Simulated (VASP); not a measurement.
# Ru (Im-3m) in VASP: further runs, part 2 of 3

VASP 6.6.1. The steps go on from the part before.

### 3 Single point, r2SCAN, collinear spin, ferromagnetic start (16.13 Å³/atom)

This run uses another cell than the first one, of 16.13 Å³/atom.

File POSCAR:

```
Ru
1.0
   -1.5916353063      1.5916353063      1.5916353063
    1.5916353063     -1.5916353063      1.5916353063
    1.5916353063      1.5916353063     -1.5916353063
Ru
1
Direct
    0.0000000000      0.0000000000      0.0000000000
```

File INCAR.step1:

```
SYSTEM = Ru
PREC = Accurate
ENCUT = 520
ISMEAR = -1
SIGMA = 0.05
LREAL = .False.
LASPH = .True.
NELM = 150
ISPIN = 2
MAGMOM = 1.333
LMAXMIX = 4
NBANDS = 17
GGA = PE
ALGO = Normal
EDIFF = 1E-4
LWAVE = .True.
LCHARG = .False.
```

File INCAR.step2:

```
SYSTEM = Ru
PREC = Accurate
ENCUT = 520
EDIFF = 1E-7
ISMEAR = -1
SIGMA = 0.05
LREAL = .False.
LASPH = .True.
NELM = 150
ALGO = Normal
ISIF = 2
LWAVE = .False.
LCHARG = .True.
ISPIN = 2
MAGMOM = 1.333
LORBIT = 11
LMAXMIX = 4
METAGGA = R2SCAN
LMIXTAU = .True.
LELF = .True.
LVHAR = .True.
NBANDS = 17
ISTART = 1
```

File KPOINTS:

```
Automatic mesh
0
Gamma
  16 16 16
  0 0 0
```

Potentials or basis: VASP PAW PBE potentials, release 64 (Ru_pv).

The run is started by

```sh
$ cat potpaw_PBE.64/Ru_pv/POTCAR > POTCAR
$ cp INCAR.step1 INCAR
$ mpirun -np 1 vasp_std > vasp.out
$ cp INCAR.step2 INCAR
$ mpirun -np 1 vasp_std > vasp.out
```

OUTCAR:

```text
SYSTEM = Ru
   PREC = Accurate
   ENCUT = 520
   EDIFF = 1E-7
   ISMEAR = -1
   LREAL = .False.
   LASPH = .True.
   NELM = 150
   ISIF = 2
   ISPIN = 2
   LORBIT = 11
   METAGGA = R2SCAN
   ISTART = 1

 ion  position               nearest neighbor table
   1  0.000  0.000  0.000-

  LATTYP: Found a body centered cubic cell.
 ALAT       =     3.1832706126

  Lattice vectors:

 A1 = (  -1.5916353063,   1.5916353063,   1.5916353063)
 A2 = (   1.5916353063,  -1.5916353063,   1.5916353063)
 A3 = (   1.5916353063,   1.5916353063,  -1.5916353063)

Analysis of symmetry for initial positions (statically):
=====================================================================
 Subroutine PRICEL returns:
 Original cell was already a primitive cell.

 Routine SETGRP: Setting up the symmetry group for a
 body centered cubic supercell.

 Subroutine GETGRP returns: Found 48 space group operations
 (whereof 48 operations were pure point group operations)
 out of a pool of 48 trial point group operations.

The static configuration has the point symmetry O_h .

Analysis of symmetry for dynamics (positions and initial velocities):
=====================================================================
 Subroutine PRICEL returns:
 Original cell was already a primitive cell.

 Routine SETGRP: Setting up the symmetry group for a
 body centered cubic supercell.

 Subroutine GETGRP returns: Found 48 space group operations
 (whereof 48 operations were pure point group operations)
 out of a pool of 48 trial point group operations.

The dynamic configuration has the point symmetry O_h .

Analysis of structural, dynamic, and magnetic symmetry:
=====================================================================
 Subroutine PRICEL returns:
 Original cell was already a primitive cell.

 Routine SETGRP: Setting up the symmetry group for a
 body centered cubic supercell.

 Subroutine GETGRP returns: Found 48 space group operations
 (whereof 48 operations were pure point group operations)
 out of a pool of 48 trial point group operations.

The overall configuration has the point symmetry O_h .

 Subroutine INISYM returns: Found 48 space group operations
 (whereof 48 operations are pure point group operations),
 and found     1 'primitive' translations

----------------------------------------------------------------------------------------

                                     Primitive cell

  volume of cell :      16.1284

  direct lattice vectors                    reciprocal lattice vectors
    -1.591635306  1.591635306  1.591635306     0.000000000  0.314142315  0.314142315
     1.591635306 -1.591635306  1.591635306     0.314142315  0.000000000  0.314142315
     1.591635306  1.591635306 -1.591635306     0.314142315  0.314142315  0.000000000

  length of vectors
     2.756793218  2.756793218  2.756793218     0.444264323  0.444264323  0.444264323

  position of ions in fractional coordinates (direct lattice)
     0.000000000  0.000000000  0.000000000

  ion indices of the primitive-cell ions
   primitive index   ion index
                 1           1

[... 55 lines left out ...]
   total plane-waves  NPLWV =  13824
   dimension x,y,z NGX =    24 NGY =   24 NGZ =   24
   dimension x,y,z NGXF=    48 NGYF=   48 NGZF=   48
   ions per type =               1
   NGX,Y,Z   is equivalent  to a cutoff of  14.47, 14.47, 14.47 a.u.
   NGXF,Y,Z  is equivalent  to a cutoff of  28.95, 28.95, 28.95 a.u.
 SYSTEM =  Ru
   PREC   = accura    normal or accurate (medium, high low for compatibility)
   ISTART =      1    job   : 0-new  1-cont  2-samecut
   ICHARG =      0    charge: 1-file 2-atom 10-const
   ISPIN  =      2    spin polarized calculation?
   LNONCOLLINEAR =      F non collinear calculations
   LSORBIT =      F    spin-orbit coupling
   LASPH  =      T    aspherical Exc in radial PAW
   ENCUT  =  520.0 eV  38.22 Ry    6.18 a.u.   5.13  5.13  5.13*2*pi/ulx,y,z
   NELM   =    150;   NELMIN=  2; NELMDL=  0     # of ELM steps
   EDIFF  = 0.1E-06   stopping-criterion for ELM
   LREAL  =      F    real-space projection
   EDIFFG = 0.1E-05   stopping-criterion for IOM
   NSW    =      0    number of steps for IOM
   IBRION =     -1    ionic relax: 0-MD 1-quasi-New 2-CG
   NFREE  =      0    steps in history (QN), initial steepest desc. (CG)
   ISIF   =      2    stress and relaxation
   ISYM   =      2    0-nonsym 1-usesym 2-fastsym
   POTIM  = 0.5000    time-step for ionic-motion
   TEBEG  =    0.0;   TEEND  =   0.0 temperature during run
   PSTRESS=    0.0 pullay stress
   NELECT =      14.0000    total number of electrons
   NUPDOWN=      -1.0000    fix difference up-down
   EMIN   =  10.00;   EMAX   =-10.00  energy-range for DOS
   EFERMI =   0.00;   METHOD = LEGACY
   ISMEAR =    -1;   SIGMA  =   0.05  broadening in eV -4-tet -1-fermi 0-gaus
   EFERMI_NEDOS =   21; number of points for ismear=-14 and -15
   IALGO  =     38    algorithm
   IMIX   =      4    mixing-type and parameters
     AMIX     =   0.40;   BMIX     =  1.00
     AMIX_MAG =   1.60;   BMIX_MAG =  1.00
  volume/ion in A,a.u.               =      16.13       108.84
  Fermi-wavevector in a.u.,A,eV,Ry     =   1.561663  2.951115 33.181764  2.438791
  Thomas-Fermi vector in A             =   2.664695
   LORBIT       =     11    0 simple, 1 ext, 2 COOP (PROOUT), +10 PAW based schemes
   METAGGA = R2SCAN    functional components
   LHFCALC =     F    Hartree Fock is set to
   AEXX    =    0.0000 exact exchange contribution
   IVDW    =     0    specifies the selected vdW correction
   LEPSILON=     F    determine dielectric tensor
   LRPA    =     F    only Hartree local field effects (RPA)
 spin polarized calculation
  energy-cutoff  :      520.00
  volume of cell :       16.13
 maximum number of plane-waves:       466
 NGX is ok and might be reduce to    24
   NGX = 11   NGY = 11   NGZ = 11

 number of electron      14.0000001 magnetization       1.6103676

 Free energy of the ion-electron system (eV)
  ---------------------------------------------------
  ext. energy  EPLUGINS =         0.00000000
  ---------------------------------------------------
  free energy    TOTEN  =       -24.78185351 eV

  energy without entropy =      -24.77406281  energy(sigma->0) =      -24.77795816

 E-fermi :   9.9574     XC(G=0): -14.2135

 val. band max:        9.9483580862   @ k =   0.5000   0.5000   0.3750
 cond. band min:       9.9626996538   @ k =  -0.4375   0.5000   0.1875
 fundamental gap:      0.0143415676
 Fermi energy:         9.9574444324

 spin component 1

 k-point     1 :       0.0000    0.0000    0.0000
  band No.  band energies     occupation
      1     -34.6381      1.00000
      2     -34.6381      1.00000
      3     -34.6381      1.00000
      4       2.5455      1.00000
      5       7.0633      1.00000
      6       7.0633      1.00000
[... 459 lines left out ...]
      6       7.0813      1.00000
[... 9 lines left out ...]
     16      38.4202      0.00000
     17      40.6960      0.00000

 [... further k-points ...]

 spin component 2

 k-point     1 :       0.0000    0.0000    0.0000
  band No.  band energies     occupation
      1     -32.8494      1.00000
      2     -32.8494      1.00000
      3     -32.8494      1.00000
      4       2.3870      1.00000
      5       8.2221      1.00000
      6       8.2221      1.00000
[... 459 lines left out ...]
      6       7.8153      1.00000
[... 9 lines left out ...]
     16      39.1186      0.00000
     17      41.5619      0.00000

 [... further k-points ...]

------------------------ aborting loop because EDIFF is reached ----------------------------------------

  FORCE on cell =-STRESS in cart. coord.  units (eV):
  Direction    XX          YY          ZZ          XY          YZ          ZX
  --------------------------------------------------------------------------------------
  -------------------------------------------------------------------------------------
  Total       -1.9931101     -1.9931101     -1.9931101     -0.0000000     -0.0000000      0.0000000
  in kB     -197.9936149   -197.9936149   -197.9936149     -0.0000000     -0.0000000      0.0000000
  external PRESSURE =    -197.9936149 kB  Pullay stress =       0.0000000 kB

 VOLUME and BASIS-vectors are now :
 -----------------------------------------------------------------------------
  energy-cutoff  :      520.00
  volume of cell :       16.13
      direct lattice vectors                 reciprocal lattice vectors
    -1.591635306  1.591635306  1.591635306     0.000000000  0.314142315  0.314142315
     1.591635306 -1.591635306  1.591635306     0.314142315  0.000000000  0.314142315
     1.591635306  1.591635306 -1.591635306     0.314142315  0.314142315  0.000000000

 POSITION                                       TOTAL-FORCE (eV/Angst)
 -----------------------------------------------------------------------------------
      0.00000      0.00000      0.00000         0.000000      0.000000      0.000000
 -----------------------------------------------------------------------------------
    total drift:                                0.000000      0.000000     -0.000000

  FREE ENERGIE OF THE ION-ELECTRON SYSTEM (eV)
  ---------------------------------------------------
  free  energy   TOTEN  =       -24.7818535068 eV

  energy  without entropy=      -24.7740628104  energy(sigma->0) =      -24.77795816

 total charge

# of ion       s       p       d       tot
------------------------------------------
    1        0.343   6.218   5.827  12.388

 magnetization (x)

# of ion       s       p       d       tot
------------------------------------------
    1       -0.012  -0.020   1.655   1.623
```

Wall time 4.1 min (1 thread of Intel Xeon Platinum 8259CL at 2.50GHz (Skylake/Cascade Lake), shared host); peak memory 0.2 GiB.

What came out:

| Quantity | Value |
| --- | --- |
| Free energy | -24.7819 eV |
| Pressure | -19.8 GPa |
| Net moment | 1.61 μB per cell |
| Site moments | Ru +1.62 μB |
| Valence electrons inside the program's atomic spheres | Ru 12.39 |

Caveat: the cell stands under tension; an empty level that is flat over the whole mesh can mark a ghost state of the potentials, or a narrow d or f band; the PAW data sets were made with another functional, which shifts forces and pressure a little.

(Continued in part 3 of 3.)
